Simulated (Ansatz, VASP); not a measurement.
# Two plane-wave programs on CdSe

```
Cd Se
1.0
     0.00000    2.96793    3.28566
     2.96793    0.00000    3.28566
     2.96793    2.96793    0.00000
Cd Se
1 1
Direct
  0.00000 0.00000 0.00000
  0.75000 0.75000 0.75000
```

Alike in both runs: task single point; functional LDA; k mesh 6 × 6 × 6; occupations gaussian, width 0.05 eV; no spin polarisation.

```csv
,VASP,Ansatz
version,VASP 6.6.1,Ansatz 0.2.0
potentials or method,"VASP PAW LDA potentials, release 64 (Cd, Se), cutoff 520 eV","plane waves, PAW"
valence electrons in the cell,18,36
```

```csv
,VASP,Ansatz,Ansatz less VASP
pressure (GPa),-3.1,-3.5,-0.36
"traceless stress, the component that is largest in VASP (GPa)",-1.75,-1.78,-0.028
```

LDA's correlation is that of Perdew and Zunger in VASP and of Perdew and Wang (1992) in Ansatz. VASP's potentials hold 18 valence electrons a cell and Ansatz's 36, so a difference there can come from the potentials and not from the codes.
